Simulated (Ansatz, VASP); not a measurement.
**One calculation of HfIn4SiO6, two programs**

```
Hf In Si O
1.0
     5.20610    0.00000    0.00000
    -2.60306    4.50862    0.00000
     0.00000    0.00000   10.41634
Hf In Si O
1 4 1 6
Cartesian
  2.6031 1.5029 0.0000
  0.0000 0.0000 3.1714
  0.0000 0.0000 7.2450
  0.0000 3.0058 8.2205
  0.0000 3.0058 2.1959
  0.0000 0.0000 0.0000
  3.2305 3.1784 9.3718
  1.4657 0.1217 1.0446
  0.8383 1.2085 9.3718
  1.9756 3.1784 1.0446
  3.7404 0.1217 9.3718
  4.3678 1.2085 1.0446
```

Change from the starting cell: volume scaled by 0.96.

Alike in both runs: task single point; functional PBE; k mesh 4 × 4 × 2; occupations fermi-dirac, width 0.05 eV; no spin polarisation.

```csv
,VASP,Ansatz
version,VASP 6.6.1,Ansatz 0.2.0
potentials or method,"VASP PAW PBE potentials, release 64 (Hf_pv, In_d, Si, O), cutoff 520 eV","all-electron LAPW, scalar-relativistic"
```

VASP gave:

* gap on the k mesh at the Fermi level (eV): 0.15
* least direct gap on the mesh (eV): 1.58
* pressure (GPa): 3.3
* traceless stress, the component that is largest in VASP (GPa): 0.10
* rms of the force components (eV/Å): 0.172

**Question.** What did Ansatz give for the same quantities?

**Answer.** gap on the k mesh at the Fermi level (eV): 0.15; least direct gap on the mesh (eV): 1.60; pressure (GPa): 3.7; traceless stress, the component that is largest in VASP (GPa): -0.06; rms of the force components (eV/Å): 0.184.

Atom by atom the forces differ by 0.064 eV/Å (rms over components). Ansatz ran all-electron here, and VASP with PAW potentials.

Neither program's run includes spin-orbit coupling.
